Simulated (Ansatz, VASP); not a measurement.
**One calculation of Re, two programs**

INCAR

```
PREC = Accurate
ENCUT = 520
EDIFF = 1E-7
ISMEAR = -1
SIGMA = 0.03
LREAL = False
LASPH = True
NELM = 60
ALGO = Normal
ISIF = 2
LWAVE = False
LCHARG = False
GGA = PE
NBANDS = 10
```

The input KPOINTS:

```
regular mesh
0
Gamma
  14 14 14
```

POSCAR

```
Re
1.0
    0.0000000000      1.9880798514      1.9880798514
    1.9880798514      0.0000000000      1.9880798514
    1.9880798514      1.9880798514      0.0000000000
Re
1
Direct
    0.0000000000      0.0000000000      0.0000000000
```

Input for Ansatz:

```yaml
crystal:
  lattice:
    - [0.0, 1.9880798514, 1.9880798514]
    - [1.9880798514, 0.0, 1.9880798514]
    - [1.9880798514, 1.9880798514, 0.0]
  atoms:
    - { symbol: Re, position: [0.0, 0.0, 0.0] }
kpoints:
  mp_grid: { grid: [14, 14, 14] }
  band_path:
    path:
      - [0.0, 0.0, 0.0]
      - [0.5, 0.0, 0.5]
      - [0.625, 0.25, 0.625]
      - [0.375, 0.375, 0.75]
      - [0.0, 0.0, 0.0]
      - [0.5, 0.5, 0.5]
      - [0.5, 0.25, 0.75]
      - [0.5, 0.0, 0.5]
    npoints: 5
scf:
  occupations: { method: fermi_dirac, width: 0.03 }
hamiltonian:
  xc: pbe
  pseudopotentials: { kind: all_electron, lapw: { basis_error: 0.001 } }
output:
  forces: true
  stress: true
  eigenvalues: true
```

Change from the starting cell: volume scaled by 1.02.

Alike in both runs: task single point; functional PBE; k mesh 14 × 14 × 14; occupations fermi-dirac, width 0.03 eV; no spin polarisation.

```csv
,VASP,Ansatz
version,VASP 6.6.1,Ansatz 0.2.0
potentials or method,"VASP PAW PBE potentials, release 64 (Re), cutoff 520 eV","all-electron LAPW, scalar-relativistic"
```

|  | VASP | Ansatz | Ansatz less VASP |
| --- | --- | --- | --- |
| pressure (GPa) | -16.0 | -15.1 | +0.89 |

Ansatz ran all-electron here, and VASP with PAW potentials.

Spin-orbit coupling is off throughout.
